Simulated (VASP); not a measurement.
A run of VASP 6.6.1:

The input INCAR:

```
SYSTEM = Ca3GeN
PREC = Accurate
ENCUT = 520
EDIFF = 1E-7
ISMEAR = 0
SIGMA = 0.1
LREAL = .FALSE.
LASPH = .TRUE.
NELM = 100
ALGO = Normal
ISIF = 2
LWAVE = .FALSE.
LCHARG = .FALSE.
GGA = PS
NBANDS = 32
```

The input KPOINTS:

```
regular mesh
0
G
  8 8 8
  0 0 0
```

POSCAR

```
Ca3GeN
1.0
    4.7547520836      0.0000000000      0.0000000000
    0.0000000000      4.7547520836      0.0000000000
    0.0000000000      0.0000000000      4.7547520836
Ca Ge N
3 1 1
Direct
    0.0000000000      0.5000000000      0.5000000000
    0.5000000000      0.0000000000      0.5000000000
    0.5000000000      0.5000000000      0.0000000000
    0.0000000000      0.0000000000      0.0000000000
    0.5000000000      0.5000000000      0.5000000000
```

Potentials or basis: VASP PAW PBE potentials, release 64 (Ca_sv, Ge_d, N).

Launch:

```console
$ cat potpaw_PBE.64/Ca_sv/POTCAR potpaw_PBE.64/Ge_d/POTCAR potpaw_PBE.64/N/POTCAR > POTCAR
$ mpirun -np 1 vasp_std > vasp.out
```

Hardware: 1 thread of AMD EPYC 9R45 (Zen 5), on a shared host.

Q: How long does it take, and how much memory?

A: Wall time 54 s on 1 thread of AMD EPYC 9R45 (Zen 5), with other jobs on the host, peak memory 0.24 GiB. Counts: scf iterations 17, k points 35.
